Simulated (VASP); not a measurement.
# PrBi3H (Pm-3m) in VASP: settings compared

PrBi3H is run at these levels: PBE, PBE+D3(BJ); tasks: single point.

Everything below comes from runs of VASP 6.6.1. Logs are shortened: lines on timing, memory, paths and dates and some standing lists are left out, and cuts for length are marked.

### Step 1. The cell of the first run

It takes space group Pm-3m (No. 221, cubic). Conventional cell: a = 5.047 Å, b = 5.047 Å, c = 5.047 Å, α = 90.00°, β = 90.00°, γ = 90.00°. Pr (site symmetry m-3m) has 12 Bi at 3.57 Å and 8 H at 4.37 Å within 4.7 Å. Bi (site symmetry 4/mmm) has 2 H at 2.52 Å within 3.3 Å. H (site symmetry m-3m) has 6 Bi at 2.52 Å within 3.3 Å.

The cell was built from a structure type or drawn by symmetry, and may not be a known phase.

### Step 2. Single point, PBE

INCAR

```
ALGO = Normal
EDIFF = 1E-6
ENCUT = 500
GGA = PE
GGA_COMPAT = F
ISIF = 2
ISMEAR = 0
LASPH = T
LCHARG = F
LMAXMIX = 6
LREAL = F
LWAVE = F
NBANDS = 36
NELM = 200
PREC = Accurate
SIGMA = 0.1
```

KPOINTS

```
k-points
0
Gamma
  4 4 4
```

POSCAR

```
PrBi3H
1.0
    5.0473825532      0.0000000000      0.0000000000
    0.0000000000      5.0473825532      0.0000000000
    0.0000000000      0.0000000000      5.0473825532
Pr Bi H
1 3 1
Direct
    0.5000000000      0.5000000000      0.5000000000
    0.5000000000      0.0000000000      0.0000000000
    0.0000000000      0.5000000000      0.0000000000
    0.0000000000      0.0000000000      0.5000000000
    0.0000000000      0.0000000000      0.0000000000
```

Potentials or basis: VASP PAW PBE potentials, release 64 (Pr_3, Bi_d, H), 4f in core.

Run with:

```sh
$ cat potpaw_PBE.64/Pr_3/POTCAR potpaw_PBE.64/Bi_d/POTCAR potpaw_PBE.64/H/POTCAR > POTCAR
$ mpirun -np 1 vasp_std > vasp.out
```

OUTCAR:

```text
EDIFF = 1E-6
   ENCUT = 500
   GGA = PE
   ISIF = 2
   ISMEAR = 0
   LASPH = T
   LREAL = F
   NELM = 200
   PREC = Accurate

 ion  position               nearest neighbor table
   1  0.500  0.500  0.500-   2 3.57   3 3.57   4 3.57   2 3.57   3 3.57   2 3.57   4 3.57   2 3.57
                             3 3.57   4 3.57   3 3.57   4 3.57
   2  0.500  0.000  0.000-   1 3.57   3 3.57   4 3.57   1 3.57   4 3.57   1 3.57   3 3.57   1 3.57
                             3 3.57   4 3.57   4 3.57   3 3.57
   3  0.000  0.500  0.000-   1 3.57   2 3.57   4 3.57   1 3.57   4 3.57   2 3.57   4 3.57   4 3.57
                             1 3.57   2 3.57   1 3.57   2 3.57
   4  0.000  0.000  0.500-   1 3.57   2 3.57   3 3.57   2 3.57   3 3.57   1 3.57   3 3.57   3 3.57
                             1 3.57   2 3.57   2 3.57   1 3.57
   5  0.000  0.000  0.000-

  LATTYP: Found a simple cubic cell.
 ALAT       =     5.0473825532

  Lattice vectors:

 A1 = (   5.0473825532,   0.0000000000,   0.0000000000)
 A2 = (   0.0000000000,   5.0473825532,   0.0000000000)
 A3 = (   0.0000000000,   0.0000000000,   5.0473825532)

Analysis of symmetry for initial positions (statically):
=====================================================================
 Subroutine PRICEL returns:
 Original cell was already a primitive cell.

 Routine SETGRP: Setting up the symmetry group for a
 simple cubic supercell.

 Subroutine GETGRP returns: Found 48 space group operations
 (whereof 48 operations were pure point group operations)
 out of a pool of 48 trial point group operations.

The static configuration has the point symmetry O_h .

Analysis of symmetry for dynamics (positions and initial velocities):
=====================================================================
 Subroutine PRICEL returns:
 Original cell was already a primitive cell.

 Routine SETGRP: Setting up the symmetry group for a
 simple cubic supercell.

 Subroutine GETGRP returns: Found 48 space group operations
 (whereof 48 operations were pure point group operations)
 out of a pool of 48 trial point group operations.

The dynamic configuration has the point symmetry O_h .

 Subroutine INISYM returns: Found 48 space group operations
 (whereof 48 operations are pure point group operations),
 and found     1 'primitive' translations

----------------------------------------------------------------------------------------

                                     Primitive cell

  volume of cell :     128.5875

  direct lattice vectors                    reciprocal lattice vectors
     5.047382553  0.000000000  0.000000000     0.198122490  0.000000000  0.000000000
     0.000000000  5.047382553  0.000000000     0.000000000  0.198122490  0.000000000
     0.000000000  0.000000000  5.047382553     0.000000000  0.000000000  0.198122490

  length of vectors
     5.047382553  5.047382553  5.047382553     0.198122490  0.198122490  0.198122490

  position of ions in fractional coordinates (direct lattice)
     0.500000000  0.500000000  0.500000000
     0.500000000  0.000000000  0.000000000
     0.000000000  0.500000000  0.000000000
     0.000000000  0.000000000  0.500000000
     0.000000000  0.000000000  0.000000000

  ion indices of the primitive-cell ions
   primitive index   ion index
                 1           1
                 2           2
                 3           3
                 4           4
                 5           5

----------------------------------------------------------------------------------------

 KPOINTS: k-points

Automatic generation of k-mesh.
 Grid dimensions read from file:
 generate k-points for:    4    4    4

 Generating k-lattice:

  Cartesian coordinates                     Fractional coordinates (reciprocal lattice)
     0.049530623  0.000000000  0.000000000     0.250000000  0.000000000  0.000000000
     0.000000000  0.049530623  0.000000000     0.000000000  0.250000000  0.000000000
     0.000000000  0.000000000  0.049530623     0.000000000  0.000000000  0.250000000

  Length of vectors
     0.049530623  0.049530623  0.049530623

  Shift w.r.t. Gamma in fractional coordinates (k-lattice)
     0.000000000  0.000000000  0.000000000

 Subroutine IBZKPT returns following result:
 ===========================================

 Found     10 irreducible k-points:

 Following reciprocal coordinates:
            Coordinates               Weight
  0.000000  0.000000  0.000000      1.000000
  0.250000  0.000000  0.000000      6.000000
  0.500000  0.000000  0.000000      3.000000
  0.250000  0.250000  0.000000     12.000000
  0.500000  0.250000  0.000000     12.000000
  0.500000  0.500000  0.000000      3.000000
  0.250000  0.250000  0.250000      8.000000
  0.500000  0.250000  0.250000     12.000000
  0.500000  0.500000  0.250000      6.000000
  0.500000  0.500000  0.500000      1.000000
   k-points           NKPTS =     10   k-points in BZ     NKDIM =     10   number of bands    NBANDS=     36
   number of dos      NEDOS =    301   number of ions     NIONS =      5
   total plane-waves  NPLWV =  64000
   dimension x,y,z NGX =    40 NGY =   40 NGZ =   40
   dimension x,y,z NGXF=    80 NGYF=   80 NGZF=   80
   ions per type =               1   3   1
   NGX,Y,Z   is equivalent  to a cutoff of  13.17, 13.17, 13.17 a.u.
   NGXF,Y,Z  is equivalent  to a cutoff of  26.35, 26.35, 26.35 a.u.
 SYSTEM =  unknown system
   PREC   = accura    normal or accurate (medium, high low for compatibility)
   ISTART =      0    job   : 0-new  1-cont  2-samecut
   ICHARG =      2    charge: 1-file 2-atom 10-const
   ISPIN  =      1    spin polarized calculation?
   LNONCOLLINEAR =      F non collinear calculations
   LSORBIT =      F    spin-orbit coupling
   LASPH  =      T    aspherical Exc in radial PAW
   ENCUT  =  500.0 eV  36.75 Ry    6.06 a.u.   9.20  9.20  9.20*2*pi/ulx,y,z
   NELM   =    200;   NELMIN=  2; NELMDL= -5     # of ELM steps
   EDIFF  = 0.1E-05   stopping-criterion for ELM
   LREAL  =      F    real-space projection
   EDIFFG = 0.1E-04   stopping-criterion for IOM
   NSW    =      0    number of steps for IOM
   IBRION =     -1    ionic relax: 0-MD 1-quasi-New 2-CG
   NFREE  =      0    steps in history (QN), initial steepest desc. (CG)
   ISIF   =      2    stress and relaxation
   ISYM   =      2    0-nonsym 1-usesym 2-fastsym
   POTIM  = 0.5000    time-step for ionic-motion
   TEBEG  =    0.0;   TEEND  =   0.0 temperature during run
   PSTRESS=    0.0 pullay stress
   NELECT =      57.0000    total number of electrons
   NUPDOWN=      -1.0000    fix difference up-down
   EMIN   =  10.00;   EMAX   =-10.00  energy-range for DOS
   EFERMI =   0.00;   METHOD = LEGACY
   ISMEAR =     0;   SIGMA  =   0.10  broadening in eV -4-tet -1-fermi 0-gaus
   EFERMI_NEDOS =   21; number of points for ismear=-14 and -15
   IALGO  =     38    algorithm
   IMIX   =      4    mixing-type and parameters
     AMIX     =   0.40;   BMIX     =  1.00
     AMIX_MAG =   1.60;   BMIX_MAG =  1.00
  volume/ion in A,a.u.               =      25.72       173.55
  Fermi-wavevector in a.u.,A,eV,Ry     =   1.248246  2.358843 21.199488  1.558118
  Thomas-Fermi vector in A             =   2.382341
   LORBIT       =      0    0 simple, 1 ext, 2 COOP (PROOUT), +10 PAW based schemes
   GGA     = PE    functional components
   LHFCALC =     F    Hartree Fock is set to
   AEXX    =    0.0000 exact exchange contribution
   IVDW    =     0    specifies the selected vdW correction
   LEPSILON=     F    determine dielectric tensor
   LRPA    =     F    only Hartree local field effects (RPA)
 non-spin polarized calculation
 Gauss-broadening in eV      SIGMA  =   0.10
  energy-cutoff  :      500.00
  volume of cell :      128.59
 maximum number of plane-waves:      3294
 NGX is ok and might be reduce to    40
   NGX = 19   NGY = 19   NGZ = 19

 number of electron      57.0000036 magnetization

 Free energy of the ion-electron system (eV)
  ---------------------------------------------------
  ext. energy  EPLUGINS =         0.00000000
  ---------------------------------------------------
  free energy    TOTEN  =       -20.39914188 eV

  energy without entropy =      -20.37632130  energy(sigma->0) =      -20.38773159

 E-fermi :   7.5003     XC(G=0): -10.2455

 val. band max:        7.2518475012   @ k =   0.0000   0.0000   0.0000
 cond. band min:       7.5068235459   @ k =   0.5000   0.2500   0.0000
 fundamental gap:      0.2549760447
 Fermi energy:         7.5003248590

 k-point     1 :       0.0000    0.0000    0.0000
  band No.  band energies     occupation
      1     -30.0192      2.00000
      2     -15.9452      2.00000
      3     -15.9044      2.00000
      4     -15.9044      2.00000
      5     -15.9044      2.00000
      6     -15.8180      2.00000
[... 28 lines left out ...]
     35       9.4749      0.00000
     36       9.4749      0.00000

 k-point     2 :       0.2500    0.0000    0.0000
  band No.  band energies     occupation
      1     -30.0187      2.00000
      2     -15.9295      2.00000
      3     -15.9028      2.00000
      4     -15.8781      2.00000
      5     -15.8781      2.00000
      6     -15.8324      2.00000
[... 28 lines left out ...]
     35       9.9366      0.00000
     36       9.9368      0.00000

 k-point     3 :       0.5000    0.0000    0.0000
  band No.  band energies     occupation
      1     -30.0182      2.00000
      2     -15.9066      2.00000
      3     -15.9012      2.00000
      4     -15.8541      2.00000
      5     -15.8171      2.00000
      6     -15.8148      2.00000
[... 28 lines left out ...]
     35      11.4599      0.00000
     36      11.7136      0.00000
[... 196 lines left out ...]
 k-point     9 :       0.5000    0.5000    0.2500
  band No.  band energies     occupation
      1     -30.0173      2.00000
      2     -15.8769      2.00000
      3     -15.8769      2.00000
      4     -15.8746      2.00000
      5     -15.8165      2.00000
      6     -15.8158      2.00000
[... 28 lines left out ...]
     35      10.5121      0.00000
     36      10.9646      0.00000

 k-point    10 :       0.5000    0.5000    0.5000
  band No.  band energies     occupation
      1     -30.0170      2.00000
      2     -15.8835      2.00000
      3     -15.8835      2.00000
      4     -15.8835      2.00000
      5     -15.8174      2.00000
      6     -15.8174      2.00000
[... 28 lines left out ...]
     35      10.1397      0.00000
     36      10.1666      0.00000

------------------------ aborting loop because EDIFF is reached ----------------------------------------

  FORCE on cell =-STRESS in cart. coord.  units (eV):
  Direction    XX          YY          ZZ          XY          YZ          ZX
  --------------------------------------------------------------------------------------
  -------------------------------------------------------------------------------------
  Total       -0.1347618     -0.1347618     -0.1347618      0.0000000      0.0000000     -0.0000000
  in kB       -1.6791081     -1.6791081     -1.6791081      0.0000000      0.0000000     -0.0000000
  external PRESSURE =      -1.6791081 kB  Pullay stress =       0.0000000 kB

 VOLUME and BASIS-vectors are now :
 -----------------------------------------------------------------------------
  energy-cutoff  :      500.00
  volume of cell :      128.59
      direct lattice vectors                 reciprocal lattice vectors
     5.047382553  0.000000000  0.000000000     0.198122490  0.000000000  0.000000000
     0.000000000  5.047382553  0.000000000     0.000000000  0.198122490  0.000000000
     0.000000000  0.000000000  5.047382553     0.000000000  0.000000000  0.198122490

 POSITION                                       TOTAL-FORCE (eV/Angst)
 -----------------------------------------------------------------------------------
      2.52369      2.52369      2.52369         0.000000      0.000000      0.000000
      2.52369      0.00000      0.00000         0.000000      0.000000      0.000000
      0.00000      2.52369      0.00000         0.000000      0.000000      0.000000
      0.00000      0.00000      2.52369         0.000000      0.000000      0.000000
      0.00000      0.00000      0.00000         0.000000      0.000000      0.000000
 -----------------------------------------------------------------------------------
    total drift:                               -0.000000      0.000000     -0.000000

  FREE ENERGIE OF THE ION-ELECTRON SYSTEM (eV)
  ---------------------------------------------------
  free  energy   TOTEN  =       -20.3991418812 eV

  energy  without entropy=      -20.3763213030  energy(sigma->0) =      -20.38773159
```

Wall time 73 s (1 thread of AMD EPYC 7R43 (Zen 3), shared host); peak memory 0.21 GiB.

What came out:

```
Free energy            : -20.3991 eV
Pressure               : -0.2 GPa
Band gap on the k mesh : zero (an odd number of electrons rules out a gap without spin polarisation)
```

Caveat: spin-orbit coupling is left out, which moves the levels of the heavy elements; the 4f electrons are frozen in the core, so they carry no moment and show no levels. Spin polarisation is off, so any magnetic state and its effect on volume and gap are missing.

### Step 3. Single point, PBE

This run uses another cell than the first one, of 26.78 Å³/atom.

INCAR

```
PREC     = Accurate       # precision mode
ENCUT    = 500            # plane-wave cutoff, eV
EDIFF    = 1E-6           # SCF threshold, eV
ISMEAR   = 0              # smearing method
SIGMA    = 0.1            # smearing width, eV
LREAL    = F              # projectors in reciprocal space
LASPH    = T              # aspherical terms in the spheres
NELM     = 200            # most SCF steps
ALGO     = Normal         # electronic algorithm
ISIF     = 2              # what is computed and relaxed
LWAVE    = F              # write WAVECAR
LCHARG   = F              # write CHGCAR
GGA      = PE             # functional
NBANDS   = 36             # bands
GGA_COMPAT= F            
LMAXMIX  = 6              # l up to which the mixer works
```

KPOINTS

```
Automatic mesh
0
Gamma
  4 4 4
```

POSCAR, as its differences from that of step 2:

```diff
@@ -2,5 +2,5 @@
 1.0
-    5.0473825532      0.0000000000      0.0000000000
-    0.0000000000      5.0473825532      0.0000000000
-    0.0000000000      0.0000000000      5.0473825532
+    5.1158975100      0.0000000000      0.0000000000
+    0.0000000000      5.1158975100      0.0000000000
+    0.0000000000      0.0000000000      5.1158975100
 Pr Bi H
```

Potentials or basis: VASP PAW PBE potentials, release 64 (Pr_3, Bi_d, H), 4f in core.

Run with:

```sh
$ cat potpaw_PBE.64/Pr_3/POTCAR potpaw_PBE.64/Bi_d/POTCAR potpaw_PBE.64/H/POTCAR > POTCAR
$ mpirun -np 1 vasp_std > vasp.out
```

It took 48 s on 1 thread of AMD EPYC 7R43 (Zen 3), shared host; peak memory 0.22 GiB.

It converged, with:

```yaml
Free_energy: -20.3610 eV
Pressure: -2.2 GPa
Band_gap_on_the_k_mesh: zero (an odd number of electrons rules out a gap without spin polarisation)
```

Levels at points of the mesh, in eV from the Fermi level:
| k point | band 25 | band 26 | band 27 | band 28 | band 29 | band 30 | band 31 | band 32 | band 33 | band 34 |
| --- | --- | --- | --- | --- | --- | --- | --- | --- | --- | --- |
| (0.00, 0.00, 0.00) | -3.95 | -3.16 | -0.23 | -0.23 | -0.23 | 0.25 | 0.25 | 0.63 | 0.63 | 0.63 |
| (0.50, 0.00, 0.00) | -3.68 | -2.63 | -2.58 | -1.54 | -1.54 | 0.47 | 0.47 | 0.75 | 1.24 | 2.04 |
| (0.50, 0.50, 0.00) | -2.48 | -2.48 | -1.83 | -1.56 | -1.56 | 0.67 | 0.75 | 1.09 | 2.35 | 3.46 |
| (0.50, 0.50, 0.50) | -4.04 | -4.04 | 0.69 | 1.53 | 1.53 | 1.53 | 1.62 | 1.62 | 1.96 | 2.50 |

Caveat: spin-orbit coupling is left out, which moves the levels of the heavy elements; the 4f electrons are frozen in the core, so they carry no moment and show no levels.

### Step 4. Single point, PBE+D3(BJ)

This run uses another cell than the first one, of 24.51 Å³/atom.

INCAR

```
SYSTEM = PrBi3H
PREC = Accurate
ENCUT = 500
EDIFF = 1E-6
ISMEAR = 0
SIGMA = 0.1
LREAL = .FALSE.
LASPH = .TRUE.
NELM = 200
ALGO = Normal
ISIF = 2
LWAVE = .FALSE.
LCHARG = .FALSE.
GGA = PE
IVDW = 12
NBANDS = 36
GGA_COMPAT = .FALSE.
LMAXMIX = 6
```

KPOINTS

```
regular mesh
0
G
  8 8 8
  0 0 0
```

POSCAR, as its differences from that of step 3:

```diff
@@ -2,5 +2,5 @@
 1.0
-    5.1158975100      0.0000000000      0.0000000000
-    0.0000000000      5.1158975100      0.0000000000
-    0.0000000000      0.0000000000      5.1158975100
+    4.9674521852      0.0000000000      0.0000000000
+    0.0000000000      4.9674521852      0.0000000000
+    0.0000000000      0.0000000000      4.9674521852
 Pr Bi H
```

Run with:

```sh
$ cat potpaw_PBE.64/Pr_3/POTCAR potpaw_PBE.64/Bi_d/POTCAR potpaw_PBE.64/H/POTCAR > POTCAR
$ mpirun -np 1 vasp_std > vasp.out
```

It took 2.9 min on 1 thread of AMD EPYC 7R43 (Zen 3), shared host; peak memory 0.26 GiB.

Results (log left out):

```
Free energy                : -22.5139 eV
Pressure                   : -0.1 GPa
Band gap on the k mesh     : zero (an odd number of electrons rules out a gap without spin polarisation)
Dispersion energy per atom : -0.425 eV
```

Levels at points of the mesh, in eV from the Fermi level:
```csv
k point,band 25,band 26,band 27,band 28,band 29,band 30,band 31,band 32,band 33,band 34
"(0.00, 0.00, 0.00)",-4.07,-3.08,-0.03,-0.03,-0.03,0.43,0.43,0.79,0.79,0.79
"(0.50, 0.00, 0.00)",-3.83,-2.74,-2.34,-1.43,-1.43,0.73,0.73,0.92,1.47,2.49
"(0.50, 0.50, 0.00)",-2.54,-2.54,-1.79,-1.34,-1.34,0.90,1.04,1.32,2.90,4.05
"(0.50, 0.50, 0.50)",-4.12,-4.12,1.04,1.91,1.91,1.92,1.92,1.92,2.28,3.06
```

Caveat: spin-orbit coupling is left out, which moves the levels of the heavy elements; the 4f electrons are frozen in the core, so they carry no moment and show no levels. Spin polarisation is off, so any magnetic state and its effect on volume and gap are missing.

[end of part 1 of 2]
